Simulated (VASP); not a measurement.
Here is a VASP 6.6.1 calculation.

File INCAR:

```
ALGO = Normal
EDIFF = 1E-6
ENCUT = 500
GGA_COMPAT = F
ISIF = 2
ISMEAR = 0
LASPH = T
LCHARG = F
LREAL = F
LWAVE = F
NBANDS = 15
NELM = 120
PREC = Accurate
SIGMA = 0.02
```

The input KPOINTS:

```
k-points
0
Gamma
  8 8 8
```

The input POSCAR:

```
CaS
1.0
    0.0000000000      2.7817771869      2.7817771869
    2.7817771869      0.0000000000      2.7817771869
    2.7817771869      2.7817771869      0.0000000000
Ca S
1 1
Direct
    0.0000000000      0.0000000000      0.0000000000
    0.5000000000      0.5000000000      0.5000000000
```

Potentials or basis: VASP PAW LDA potentials, release 64 (Ca_sv, S).

The run is started by

```sh
$ cat potpaw_LDA.64/Ca_sv/POTCAR potpaw_LDA.64/S/POTCAR > POTCAR
$ mpirun -np 1 vasp_std > vasp.out
```

Question: Estimate the pressure.

Answer: 0.3 GPa.

Question: What does it give for the band gap on the k mesh?

Answer: 1.96 eV (least direct gap 2.83 eV).

A k mesh can miss the band edges.
